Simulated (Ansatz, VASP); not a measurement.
# One calculation of MgO, two programs

```
Mg O
1.0
     0.00000    2.10377    2.10377
     2.10377    0.00000    2.10377
     2.10377    2.10377    0.00000
Mg O
1 1
Direct
  0.00000 0.00000 0.00000
  0.50000 0.50000 0.50000
```

Alike in both runs: functional r2SCAN; k mesh 10 × 10 × 10; occupations gaussian, width 0.02 eV; no spin polarisation.

Ansatz relaxed the structure, and its values are those at the end. VASP's run is a single point on that final structure, the one shown.

|  | VASP | Ansatz |
| --- | --- | --- |
| version | VASP 6.6.1 | Ansatz 0.2.0 |
| potentials or method | VASP PAW PBE potentials, release 64 (Mg_sv, O), cutoff 920 eV | scalar-relativistic, plane waves, PAW |
| valence electrons in the cell | 16 | 16 |

Ansatz gave:

| Item | Value |
| --- | --- |
| gap on the k mesh at the Fermi level (eV) | 5.68 |
| least direct gap on the mesh (eV) | 5.68 |
| pressure (GPa) | 0.0 |

**Question.** Estimate VASP's values.

**Answer.** gap on the k mesh at the Fermi level (eV): 5.68; least direct gap on the mesh (eV): 5.68; pressure (GPa): 0.1.

VASP's potentials were made for PBE, not for r2SCAN. With one functional, cell and mesh, what is left measures potentials, basis and numerics.
